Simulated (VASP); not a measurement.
Input of a VASP 6.6.1 run:

INCAR

```
PREC = Accurate ; ENCUT = 520
EDIFF = 1E-7 ; ISMEAR = 0
SIGMA = 0.2 ; LREAL = F
LASPH = T ; NELM = 60
ALGO = Normal ; ISIF = 2
LWAVE = F ; LCHARG = F
GGA = PE ; NBANDS = 20
```

Contents of KPOINTS:

```
Automatic mesh
0
Gamma
  6 6 6
```

Contents of POSCAR:

```
GaMo
1.0
    3.1254110490      0.0000000000      0.0000000000
    0.0000000000      3.1254110490      0.0000000000
    0.0000000000      0.0000000000      3.1254110490
Ga Mo
1 1
Direct
    0.5000000000      0.5000000000      0.5000000000
    0.0000000000      0.0000000000      0.0000000000
```

Potentials or basis: VASP PAW PBE potentials, release 64 (Ga_d, Mo_sv).

Launch:

```sh
$ cat potpaw_PBE.64/Ga_d/POTCAR potpaw_PBE.64/Mo_sv/POTCAR > POTCAR
$ mpirun -np 1 vasp_std > vasp.out
```

(1) Estimate the pressure.

Results:

(1) -0.2 GPa.
